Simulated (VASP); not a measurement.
A run of VASP 6.6.1 is set up as follows.

The input INCAR:

```
  AGGAC = 1.0
  AGGAX = 1.0
  ALDAC = 0.0
  ALDAX = 1.0
  ALGO = Normal
  EDIFF = 1E-7
  ENCUT = 520
  GGA = B5
  ISIF = 2
  ISMEAR = -1
  LASPH = T
  LCHARG = F
  LREAL = F
  LWAVE = F
  NBANDS = 22
  NELM = 100
  PREC = Accurate
  SIGMA = 0.1
```

KPOINTS

```
k-points
0
Gamma
  10 10 14
```

The input POSCAR:

```
Ni
1.0
    3.8920438424      0.0000000000      0.0000000000
   -1.9460219212      3.3706088402      0.0000000000
    0.0000000000      0.0000000000      2.3415025190
Ni
3
Direct
    0.0000000000      1.0000000000      1.0000000000
    0.3333333333      0.6666666667      0.5000000000
    0.6666666667      0.3333333333      0.5000000000
```

Potentials or basis: VASP PAW PBE potentials, release 64 (Ni).

Launch:

```sh
$ cat potpaw_PBE.64/Ni/POTCAR > POTCAR
$ mpirun -np 1 vasp_std > vasp.out
```

(1) What does it give for the pressure?

(2) Predict the band gap on the k mesh.

Results:

(1) 28.5 GPa.

(2) zero (band 15 reaches 11.10 eV, above the bottom of band 16 at 10.39 eV).

Caveat: the PAW data sets were made with another functional, which shifts forces and pressure a little; the run has no spin polarisation, though such a crystal can be magnetic.
